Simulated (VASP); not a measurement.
A run of VASP 6.6.1:

The input POSCAR:

```
KI
1.0
    4.3399765465      0.0000000000      0.0000000000
    0.0000000000      4.3399765465      0.0000000000
    0.0000000000      0.0000000000      4.3399765465
K I
1 1
Direct
    0.0000000000      0.0000000000      0.0000000000
    0.5000000000      0.5000000000      0.5000000000
```

The input INCAR.step1:

```
SYSTEM = KI
  PREC = Accurate
  ENCUT = 600
  ISMEAR = -1
  SIGMA = 0.02
  LREAL = .FALSE.
  LASPH = .TRUE.
  NELM = 80
  GGA = PE
  ALGO = Normal
  EDIFF = 1E-4
  LWAVE = .TRUE.
  LCHARG = .FALSE.
```

INCAR.step2

```
SYSTEM = KI
  PREC = Accurate
  ENCUT = 600
  EDIFF = 1E-6
  ISMEAR = -1
  SIGMA = 0.02
  LREAL = .FALSE.
  LASPH = .TRUE.
  NELM = 80
  ALGO = Normal
  ISIF = 3
  LWAVE = .FALSE.
  LCHARG = .FALSE.
  METAGGA = R2SCAN
  LMIXTAU = .TRUE.
  IBRION = 2
  NSW = 80
  EDIFFG = -0.005
  ISTART = 1
```

KPOINTS

```
Automatic mesh
0
G
  6 6 6
  0 0 0
```

Potentials or basis: VASP PAW PBE potentials, release 64 (K_sv, I).

Run with:

```sh
$ cat potpaw_PBE.64/K_sv/POTCAR potpaw_PBE.64/I/POTCAR > POTCAR
$ cp INCAR.step1 INCAR
$ mpirun -np 1 vasp_std > vasp.out
$ cp INCAR.step2 INCAR
$ mpirun -np 1 vasp_std > vasp.out
```

Hardware: 1 thread of Intel(R) Xeon(R) 6975P-C (Granite Rapids), on a shared host.

Q: Estimate the wall time of this run.

A: Run time: 110 s on 1 thread of Intel(R) Xeon(R) 6975P-C (Granite Rapids), with other jobs on the host, peak memory 0.24 GiB. Counts: k points 20, ion steps 4.
